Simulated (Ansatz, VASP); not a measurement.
## Two plane-wave programs on KZnF3

File POSCAR:

```
KZnF3
1.0
    4.3997043004      0.0000000000      0.0000000000
    0.0000000000      4.3997043004      0.0000000000
    0.0000000000      0.0000000000      3.4317693543
K Zn F
1 1 3
Direct
    0.0000000000      0.0000000000      0.0000000000
    0.5000000000      0.5000000000      0.5000000000
    0.5000000000      0.5000000000      0.0000000000
    0.0000000000      0.5000000000      0.5000000000
    0.5000000000      0.0000000000      0.5000000000
```

The input INCAR.step1:

```
SYSTEM = KZnF3
  ALGO = Normal
  EDIFF = 1E-4
  ENCUT = 520
  GGA = PE
  ISMEAR = 0
  LASPH = .TRUE.
  LCHARG = .FALSE.
  LREAL = .FALSE.
  LWAVE = .TRUE.
  NBANDS = 29
  NELM = 80
  PREC = Accurate
  SIGMA = 0.05
```

File INCAR.step2:

```
SYSTEM = KZnF3
  ALGO = Normal
  EDIFF = 1E-6
  ENCUT = 520
  ISIF = 2
  ISMEAR = 0
  ISTART = 1
  LASPH = .TRUE.
  LCHARG = .FALSE.
  LMIXTAU = .TRUE.
  LREAL = .FALSE.
  LWAVE = .FALSE.
  METAGGA = R2SCAN
  NBANDS = 29
  NELM = 80
  PREC = Accurate
  SIGMA = 0.05
```

File KPOINTS:

```
k-points
0
G
  6 6 6
  0 0 0
```

Input for Ansatz:

```yaml
crystal:
  lattice:
    - [4.3997043004, 0.0, 0.0]
    - [0.0, 4.3997043004, 0.0]
    - [0.0, 0.0, 3.4317693543]
  atoms:
    - { symbol: K, position: [0.0, 0.0, 0.0] }
    - { symbol: Zn, position: [0.5, 0.5, 0.5] }
    - { symbol: F, position: [0.5, 0.5, 0.0] }
    - { symbol: F, position: [0.0, 0.5, 0.5] }
    - { symbol: F, position: [0.5, 0.0, 0.5] }
basis:
  ecutwfc: 500
kpoints:
  mp_grid: { grid: [6, 6, 6] }
hamiltonian:
  xc: r2scan
scf:
  occupations: { method: gaussian, width: 0.05 }
output:
  forces: true
  stress: true
  eigenvalues: true
```

Alike in both runs: task single point; functional r2SCAN; k mesh 6 × 6 × 6; occupations gaussian, width 0.05 eV; no spin polarisation.

|  | VASP | Ansatz |
| --- | --- | --- |
| version | VASP 6.6.1 | Ansatz 0.2.0 |
| potentials or method | VASP PAW PBE potentials, release 64 (K_sv, Zn, F), cutoff 520 eV | scalar-relativistic, plane waves, PAW |
| valence electrons in the cell | 42 | 42 |

Ansatz gave:

```
gap on the k mesh at the Fermi level (eV)                     : 4.28
least direct gap on the mesh (eV)                             : 6.40
pressure (GPa)                                                : 7.9
traceless stress, the component that is largest in VASP (GPa) : 24.28
```

Task: Which values does VASP return?

Result: gap on the k mesh at the Fermi level (eV): 4.25; least direct gap on the mesh (eV): 6.38; pressure (GPa): 8.7; traceless stress, the component that is largest in VASP (GPa): 25.63.

VASP's potentials were made for PBE, not for r2SCAN. The functional is the same, so the differences come from potentials, cutoffs and numerics.
